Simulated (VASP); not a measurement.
# Mn (Im-3m) in VASP: single point with LDA

Aim: the single point of Mn with LDA.

Everything below comes from runs of VASP 6.6.1. Logs are shortened: lines on timing, memory, paths and dates and some standing lists are left out, and cuts for length are marked.

## Step 1: The cell of the first run

The structure is cubic, space group Im-3m (No. 229). Conventional cell: a = 2.838 Å, b = 2.838 Å, c = 2.838 Å, α = 90.00°, β = 90.00°, γ = 90.00°. Mn (site symmetry m-3m) has 14 Mn at 2.46 to 2.84 Å within 3.2 Å.

## Step 2: Single point, LDA, non-collinear spin, typed start

Input file INCAR:

```
SYSTEM = Mn
PREC = Accurate
ENCUT = 520
EDIFF = 1E-6
ISMEAR = 0
SIGMA = 0.05
LREAL = .False.
LASPH = .True.
NELM = 150
ALGO = Normal
ISIF = 2
LWAVE = .False.
LCHARG = .False.
LNONCOLLINEAR = .True.
MAGMOM = 0.109 1.216 -1.034 0.497 -1.315 2.305 -1.895 0.98 -1.814 0.835 -1.851 -1.081
LORBIT = 11
LMAXMIX = 4
NBANDS = 66
```

Input file KPOINTS:

```
Automatic mesh
0
Gamma
  3 3 2
  0 0 0
```

Input file POSCAR:

```
Mn
1.0
    2.8380000000      0.0000000000      0.0000000000
    0.0000000000      2.8380000000      0.0000000000
    0.0000000000      0.0000000000      5.6759000000
Mn
4
Direct
    0.0000000000      0.0000000000      0.0000000000
    0.5000000000      0.5000000000      0.2500000000
    0.0000000000      0.0000000000      0.5000000000
    0.5000000000      0.5000000000      0.7500000000
```

Potentials or basis: VASP PAW LDA potentials, release 64 (Mn_pv).

Started as:

```sh
> cat potpaw_LDA.64/Mn_pv/POTCAR > POTCAR
> mpirun -np 1 vasp_ncl > vasp.out
```

OUTCAR:

```text
SYSTEM = Mn
   PREC = Accurate
   ENCUT = 520
   EDIFF = 1E-6
   ISMEAR = 0
   LREAL = .False.
   LASPH = .True.
   NELM = 150
   ISIF = 2
   LNONCOLLINEAR = .True.
   LORBIT = 11

 ion  position               nearest neighbor table
   1  0.000  0.000  0.000-   2 2.46   4 2.46   2 2.46   4 2.46   2 2.46   4 2.46   2 2.46   4 2.46
                             3 2.84   3 2.84
   2  0.500  0.500  0.250-   1 2.46   3 2.46   1 2.46   3 2.46   1 2.46   3 2.46   1 2.46   3 2.46
                             4 2.84   4 2.84
   3  0.000  0.000  0.500-   2 2.46   4 2.46   2 2.46   4 2.46   2 2.46   4 2.46   2 2.46   4 2.46
                             1 2.84   1 2.84
   4  0.500  0.500  0.750-   1 2.46   3 2.46   1 2.46   3 2.46   1 2.46   3 2.46   1 2.46   3 2.46
                             2 2.84   2 2.84

  LATTYP: Found a simple tetragonal cell.
 ALAT       =     2.8380000000
 C/A-ratio  =     1.9999647639

  Lattice vectors:

 A1 = (   2.8380000000,   0.0000000000,   0.0000000000)
 A2 = (   0.0000000000,   2.8380000000,   0.0000000000)
 A3 = (   0.0000000000,   0.0000000000,   5.6759000000)

Analysis of symmetry for initial positions (statically):
=====================================================================
 Subroutine PRICEL returns following result:

  LATTYP: Found a body centered tetragonal cell.
 ALAT       =     2.8380000000
 C/A-ratio  =     0.9999823820

  Lattice vectors:

 A1 = (  -1.4190000000,  -1.4190000000,  -1.4189750000)
 A2 = (   1.4190000000,   1.4190000000,  -1.4189750000)
 A3 = (   1.4190000000,  -1.4190000000,   1.4189750000)

   4 primitive cells build up your supercell.

 Routine SETGRP: Setting up the symmetry group for a
 simple tetragonal supercell.

 Subroutine GETGRP returns: Found 16 space group operations
 (whereof 16 operations were pure point group operations)
 out of a pool of 16 trial point group operations.

The static configuration has the point symmetry D_4h.

Analysis of symmetry for dynamics (positions and initial velocities):
=====================================================================
 Subroutine PRICEL returns following result:

  LATTYP: Found a body centered tetragonal cell.
 ALAT       =     2.8380000000
 C/A-ratio  =     0.9999823820

  Lattice vectors:

 A1 = (  -1.4190000000,  -1.4190000000,  -1.4189750000)
 A2 = (   1.4190000000,   1.4190000000,  -1.4189750000)
 A3 = (   1.4190000000,  -1.4190000000,   1.4189750000)

   4 primitive cells build up your supercell.

 Routine SETGRP: Setting up the symmetry group for a
 simple tetragonal supercell.

 Subroutine GETGRP returns: Found 16 space group operations
 (whereof 16 operations were pure point group operations)
 out of a pool of 16 trial point group operations.

The dynamic configuration has the point symmetry D_4h.

Analysis of structural, dynamic, and magnetic symmetry:
=====================================================================
 Subroutine PRICEL returns:
 Original cell was already a primitive cell.

 Routine SETGRP: Setting up the symmetry group for a
 simple tetragonal supercell.

 Subroutine GETGRP returns: Found  1 space group operations
 (whereof  1 operations were pure point group operations)
 out of a pool of 16 trial point group operations.

The overall configuration has the point symmetry C_1 .

 Subroutine INISYM returns: Found  1 space group operations
 (whereof  1 operations are pure point group operations),
 and found     1 'primitive' translations

----------------------------------------------------------------------------------------

                                     Primitive cell

  volume of cell :      45.7151

  direct lattice vectors                    reciprocal lattice vectors
     2.838000000  0.000000000  0.000000000     0.352360817  0.000000000  0.000000000
     0.000000000  2.838000000  0.000000000     0.000000000  0.352360817  0.000000000
     0.000000000  0.000000000  5.675900000     0.000000000  0.000000000  0.176183513

  length of vectors
[... 60 lines left out ...]
  0.333333 -0.333333  0.500000      1.000000
   k-points           NKPTS =     18   k-points in BZ     NKDIM =     18   number of bands    NBANDS=     66
   number of dos      NEDOS =    301   number of ions     NIONS =      4
   total plane-waves  NPLWV =  24192
   dimension x,y,z NGX =    24 NGY =   24 NGZ =   42
   dimension x,y,z NGXF=    48 NGYF=   48 NGZF=   84
   ions per type =               4
   NGX,Y,Z   is equivalent  to a cutoff of  14.06, 14.06, 12.30 a.u.
   NGXF,Y,Z  is equivalent  to a cutoff of  28.12, 28.12, 24.60 a.u.
 SYSTEM =  Mn
   PREC   = accura    normal or accurate (medium, high low for compatibility)
   ISTART =      0    job   : 0-new  1-cont  2-samecut
   ICHARG =      2    charge: 1-file 2-atom 10-const
   ISPIN  =      1    spin polarized calculation?
   LNONCOLLINEAR =      T non collinear calculations
   LSORBIT =      F    spin-orbit coupling
   LASPH  =      T    aspherical Exc in radial PAW
   ENCUT  =  520.0 eV  38.22 Ry    6.18 a.u.   5.28  5.28 10.55*2*pi/ulx,y,z
   NELM   =    150;   NELMIN=  2; NELMDL= -5     # of ELM steps
   EDIFF  = 0.1E-05   stopping-criterion for ELM
   LREAL  =      F    real-space projection
   EDIFFG = 0.1E-04   stopping-criterion for IOM
   NSW    =      0    number of steps for IOM
   IBRION =     -1    ionic relax: 0-MD 1-quasi-New 2-CG
   NFREE  =      0    steps in history (QN), initial steepest desc. (CG)
   ISIF   =      2    stress and relaxation
   ISYM   =      2    0-nonsym 1-usesym 2-fastsym
   POTIM  = 0.5000    time-step for ionic-motion
   TEBEG  =    0.0;   TEEND  =   0.0 temperature during run
   PSTRESS=    0.0 pullay stress
   NELECT =      52.0000    total number of electrons
   NUPDOWN=      -1.0000    fix difference up-down
   EMIN   =  10.00;   EMAX   =-10.00  energy-range for DOS
   EFERMI =   0.00;   METHOD = LEGACY
   ISMEAR =     0;   SIGMA  =   0.05  broadening in eV -4-tet -1-fermi 0-gaus
   EFERMI_NEDOS =   21; number of points for ismear=-14 and -15
   IALGO  =     38    algorithm
   IMIX   =      4    mixing-type and parameters
     AMIX     =   0.40;   BMIX     =  1.00
     AMIX_MAG =   1.60;   BMIX_MAG =  1.00
  volume/ion in A,a.u.               =      11.43        77.13
  Fermi-wavevector in a.u.,A,eV,Ry     =   1.708924  3.229398 39.734748  2.920422
  Thomas-Fermi vector in A             =   2.787503
   LORBIT       =     11    0 simple, 1 ext, 2 COOP (PROOUT), +10 PAW based schemes
   GGA     = CA    functional components
   LHFCALC =     F    Hartree Fock is set to
   AEXX    =    0.0000 exact exchange contribution
   IVDW    =     0    specifies the selected vdW correction
   LEPSILON=     F    determine dielectric tensor
   LRPA    =     F    only Hartree local field effects (RPA)
 Gauss-broadening in eV      SIGMA  =   0.05
  energy-cutoff  :      520.00
  volume of cell :       45.72
 maximum number of plane-waves:      2508
 NGX is ok and might be reduce to    24
   NGX = 11   NGY = 11   NGZ = 21

 number of electron      52.0000054 magnetization      -0.0620245     -0.3815787     -0.0639690

 number of electron      52.0000053 magnetization      -0.3626579     -0.7891354      0.1311053

 Free energy of the ion-electron system (eV)
  ---------------------------------------------------
  ext. energy  EPLUGINS =         0.00000000
  ---------------------------------------------------
  free energy    TOTEN  =       -39.78345453 eV

  energy without entropy =      -39.77366088  energy(sigma->0) =      -39.77855771

 E-fermi :   9.7095     XC(G=0): -14.0047

 val. band max:        9.6959857525   @ k =  -0.3333   0.0000   0.0000
 cond. band min:       9.7420782031   @ k =  -0.3333   0.3333   0.0000
 fundamental gap:      0.0460924505
 Fermi energy:         9.7094880812

 k-point     1 :       0.0000    0.0000    0.0000
  band No.  band energies     occupation
      1     -38.4666      1.00000
      2     -38.4226      1.00000
      3     -38.4226      1.00000
      4     -38.3536      1.00000
      5     -38.3535      1.00000
      6     -38.2284      1.00000
[... 1195 lines left out ...]
     63      10.5440      0.00000
     64      10.5440      0.00000
 [bands above 64 left out]

------------------------ aborting loop because EDIFF is reached ----------------------------------------

  FORCE on cell =-STRESS in cart. coord.  units (eV):
  Direction    XX          YY          ZZ          XY          YZ          ZX
  --------------------------------------------------------------------------------------
  -------------------------------------------------------------------------------------
  Total       -9.5167786     -9.5167777     -7.5905082     -0.0000113      0.0000021     -0.0000051
  in kB     -333.5347042   -333.5346745   -266.0246727     -0.0003962      0.0000729     -0.0001794
  external PRESSURE =    -311.0313505 kB  Pullay stress =       0.0000000 kB

 VOLUME and BASIS-vectors are now :
 -----------------------------------------------------------------------------
  energy-cutoff  :      520.00
  volume of cell :       45.72
      direct lattice vectors                 reciprocal lattice vectors
     2.838000000  0.000000000  0.000000000     0.352360817  0.000000000  0.000000000
     0.000000000  2.838000000  0.000000000     0.000000000  0.352360817  0.000000000
     0.000000000  0.000000000  5.675900000     0.000000000  0.000000000  0.176183513

 POSITION                                       TOTAL-FORCE (eV/Angst)
 -----------------------------------------------------------------------------------
      0.00000      0.00000      0.00000        -0.000000     -0.000001     -0.000019
      1.41900      1.41900      1.41898         0.000000      0.000000      0.000100
      0.00000      0.00000      2.83795        -0.000000      0.000001      0.000029
      1.41900      1.41900      4.25693         0.000000      0.000000     -0.000110
 -----------------------------------------------------------------------------------
    total drift:                               -0.000000     -0.000001      0.000017

  FREE ENERGIE OF THE ION-ELECTRON SYSTEM (eV)
  ---------------------------------------------------
  free  energy   TOTEN  =       -39.7834545341 eV

  energy  without entropy=      -39.7736608806  energy(sigma->0) =      -39.77855771

 total charge

# of ion       s       p       d       tot
------------------------------------------
    1        0.404   6.363   5.101  11.868
    2        0.404   6.363   5.101  11.868
    3        0.404   6.363   5.101  11.868
    4        0.404   6.363   5.101  11.868
--------------------------------------------------
tot          1.614  25.454  20.403  47.472

 magnetization (x)

# of ion       s       p       d       tot
------------------------------------------
    1        0.000   0.001  -0.093  -0.091
    2        0.000   0.001  -0.091  -0.089
    3        0.000   0.001  -0.094  -0.092
    4        0.000   0.001  -0.091  -0.089
--------------------------------------------------
tot          0.002   0.005  -0.369  -0.361

 magnetization (y)

# of ion       s       p       d       tot
------------------------------------------
    1        0.001   0.003  -0.200  -0.196
    2        0.001   0.003  -0.201  -0.197
    3        0.001   0.003  -0.200  -0.196
    4        0.001   0.003  -0.201  -0.197
--------------------------------------------------
tot          0.004   0.012  -0.802  -0.786

 magnetization (z)

# of ion       s       p       d       tot
------------------------------------------
    1       -0.000  -0.000   0.033   0.032
    2       -0.000  -0.000   0.033   0.032
    3       -0.000  -0.000   0.033   0.033
    4       -0.000  -0.000   0.035   0.034
--------------------------------------------------
tot         -0.001  -0.002   0.133   0.131
```

It took 4.5 min on 1 thread of Intel Xeon 6975P-C, shared host; peak memory 0.26 GiB.

Results:

```yaml
Free_energy: -39.7835 eV
Pressure: -31.1 GPa
Band_gap_on_the_k_mesh: zero (band 52 reaches 9.97 eV, above the bottom of band 53 at 9.57 eV)
Net_moment: 0.88 μB per cell
Valence_electrons_inside_the_program's_atomic_spheres: Mn 11.87
```

Moments on the atoms (μB; x, y, z):
```
Mn  -0.09 -0.20  0.03
Mn  -0.09 -0.20  0.03
Mn  -0.09 -0.20  0.03
Mn  -0.09 -0.20  0.03
```

Caveat: the k points lie up to 0.74 Å⁻¹ apart.
